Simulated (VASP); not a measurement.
Wanted: the native input for a VASP 6.6.1 run.

- Task: single point
- Functional: PBE
- Potentials or basis: VASP PAW PBE potentials, release 64 (Co, O)
- Cutoff: 520 eV
- k mesh: 13 × 13 × 15
- Occupations: fermi-dirac, width 0.03 eV
- Spin: collinear spin, ferromagnetic start
- Starting moments: [2.0, 0.0] μB
- Dipole correction: no
- Further INCAR settings: ALGO = Normal; EDIFF = 1e-06; NBANDS = 18

The structure of CoO lies in POSCAR:

```
CoO
1.0
   -1.5622289045      1.4990114059      2.1072499549
    1.4990114059     -1.5622289045      2.1072499549
    1.5169888999      1.5169888999     -2.1524899595
Co O
1 1
Direct
    0.0000000000      0.0000000000      0.0000000000
    0.5000000000      0.5000000000      0.0000000000
```

This cell differs from its parent crystal: equal xy, yz and zx shear strains of -3 %.

One way to write it, as run:

INCAR

```
SYSTEM = CoO
PREC = Accurate
ENCUT = 520
EDIFF = 1E-6
ISMEAR = -1
SIGMA = 0.03
LREAL = .False.
LASPH = .True.
NELM = 150
ALGO = Normal
ISIF = 2
LWAVE = .False.
LCHARG = .True.
ISPIN = 2
MAGMOM = 2 0
LORBIT = 11
LMAXMIX = 4
GGA = PE
LELF = .True.
LVHAR = .True.
NBANDS = 18
```

KPOINTS

```
Automatic mesh
0
Gamma
  13 13 15
  0 0 0
```

Potentials or basis: VASP PAW PBE potentials, release 64 (Co, O).

The run is started by

```console
$ cat potpaw_PBE.64/Co/POTCAR potpaw_PBE.64/O/POTCAR > POTCAR
$ mpirun -np 1 vasp_std > vasp.out
```

Results of the run:

The pressure is -0.7 GPa. The net moment is 2.88 μB per cell, the site moments are Co +2.54; O +0.29 μB and the valence electrons inside the program's atomic spheres are Co 7.81; O 4.98.

Caveat: the cell differs from its parent crystal (equal xy, yz and zx shear strains of -3 %); a cell with one magnetic atom can't hold antiferromagnetic order, which such compounds often take.

Run time: 7.8 min on 1 thread of Intel(R) Xeon(R) Platinum 8488C (Sapphire Rapids) (shared host), peak memory 0.46 GiB.
